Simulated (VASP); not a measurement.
A run of VASP 6.6.1 is set up as follows.

INCAR

```
SYSTEM = SiGe3
  ALGO = Normal
  EDIFF = 1E-6
  EDIFFG = -0.04
  ENCUT = 600
  GGA = PE
  IBRION = 2
  ISIF = 3
  ISMEAR = 0
  LASPH = .TRUE.
  LCHARG = .FALSE.
  LREAL = .FALSE.
  LWAVE = .FALSE.
  NELM = 60
  NSW = 90
  PREC = Accurate
  SIGMA = 0.1
```

Contents of KPOINTS:

```
k-points
0
G
  4 4 4
  0 0 0
```

The input POSCAR:

```
SiGe3
1.0
    4.0528818138      0.0000000000      0.0000000000
    0.0000000000      4.0528818138      0.0000000000
    0.0000000000      0.0000000000      4.0528818138
Si Ge
1 3
Direct
    0.0000000000      0.0000000000      0.0000000000
    0.0000000000      0.5000000000      0.5000000000
    0.5000000000      0.0000000000      0.5000000000
    0.5000000000      0.5000000000      0.0000000000
```

Potentials or basis: VASP PAW PBE potentials, release 64 (Si, Ge_d).

Run with:

```sh
$ cat potpaw_PBE.64/Si/POTCAR potpaw_PBE.64/Ge_d/POTCAR > POTCAR
$ mpirun -np 1 vasp_std > vasp.out
```

(1) Estimate the relaxed volume.

(2) Predict the space group after relaxing (to 0.1 Å).

(3) Estimate the band gap on the k mesh.

Answers

(1) 18.93 Å³/atom.

(2) Pm-3m (No. 221).

(3) zero (bands 23 and 24 overlap by 2.99 eV).

Caveat: the k points lie up to 0.37 Å⁻¹ apart in the final cell, too coarse for converged energies and pressures of a metal.
